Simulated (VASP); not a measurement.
A run of VASP 6.6.1 is set up as follows.

Contents of INCAR:

```
PREC     = Accurate       # precision mode
ENCUT    = 520            # plane-wave cutoff, eV
EDIFF    = 1E-6           # SCF threshold, eV
ISMEAR   = 0              # smearing method
SIGMA    = 0.15           # smearing width, eV
LREAL    = False          # projectors in reciprocal space
LASPH    = True           # aspherical terms in the spheres
NELM     = 60             # most SCF steps
ALGO     = Fast           # electronic algorithm
ISIF     = 2              # what is computed and relaxed
LWAVE    = False          # write WAVECAR
LCHARG   = False          # write CHGCAR
GGA      = PS             # functional
NBANDS   = 12             # bands
```

The input KPOINTS:

```
regular mesh
0
Gamma
  26 26 26
```

POSCAR

```
Ga
1.0
   -1.2864294992      1.2864294992      2.6550475498
    1.2864294992     -1.2864294992      2.6550475498
    1.2864294992      1.2864294992     -2.6550475498
Ga
1
Direct
    0.0000000000      0.0000000000      0.0000000000
```

Potentials or basis: VASP PAW PBE potentials, release 64 (Ga_d).

Command:

```console
$ cat potpaw_PBE.64/Ga_d/POTCAR > POTCAR
$ mpirun -np 1 vasp_std > vasp.out
```

Q: Predict the pressure.

A: 3.9 GPa.

Stress tensor (GPa, compression positive):
```
 7.59  0.00  0.00
 0.00  7.59  0.00
 0.00  0.00 -3.60
```

Caveat: the PAW data sets were made with another functional, which shifts forces and pressure a little.
